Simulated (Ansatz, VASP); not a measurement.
## HfC: VASP beside Ansatz

Contents of INCAR:

```
PREC = Accurate
ENCUT = 520
EDIFF = 1E-6
ISMEAR = 0
SIGMA = 0.05
LREAL = F
LASPH = T
NELM = 60
ALGO = Normal
ISIF = 2
LWAVE = F
LCHARG = F
GGA = PS
NBANDS = 14
```

KPOINTS

```
Automatic mesh
0
Gamma
  10 10 10
```

POSCAR

```
HfC
1.0
    0.0000000000      2.3250000000      2.3250000000
    2.3250000000      0.0000000000      2.3250000000
    2.3250000000      2.3250000000      0.0000000000
Hf C
1 1
Direct
    0.5000000000      0.5000000000      0.5000000000
    0.0000000000      0.0000000000      0.0000000000
```

File input.yaml:

```yaml
crystal:
  lattice:
    - [0.0, 2.325, 2.325]
    - [2.325, 0.0, 2.325]
    - [2.325, 2.325, 0.0]
  atoms:
    - { symbol: Hf, position: [0.5, 0.5, 0.5] }
    - { symbol: C, position: [0.0, 0.0, 0.0] }
kpoints:
  mp_grid: { grid: [10, 10, 10] }
scf:
  occupations: { method: gaussian, width: 0.05 }
hamiltonian:
  xc: pbesol
  pseudopotentials: { kind: all_electron, lapw: { basis_error: 0.001 } }
output:
  forces: true
  stress: true
  eigenvalues: true
```

Alike in both runs: task single point; functional PBEsol; k mesh 10 × 10 × 10; occupations gaussian, width 0.05 eV; no spin polarisation.

```csv
,VASP,Ansatz
version,VASP 6.6.1,Ansatz 0.2.0
potentials or method,"VASP PAW PBE potentials, release 64 (Hf_pv, C), cutoff 520 eV","all-electron LAPW, scalar-relativistic"
```

Ansatz gave:

- gap on the k mesh at the Fermi level (eV): none
- pressure (GPa): -6.5

**Question.** Estimate VASP's values.

**Answer.** gap on the k mesh at the Fermi level (eV): none; pressure (GPa): -7.0.

VASP's potentials were made for PBE, not for PBEsol. A gap of «none» marks a metal or a gap that the smearing closes. Ansatz ran all-electron here, and VASP with PAW potentials.

Neither program's run includes spin-orbit coupling.
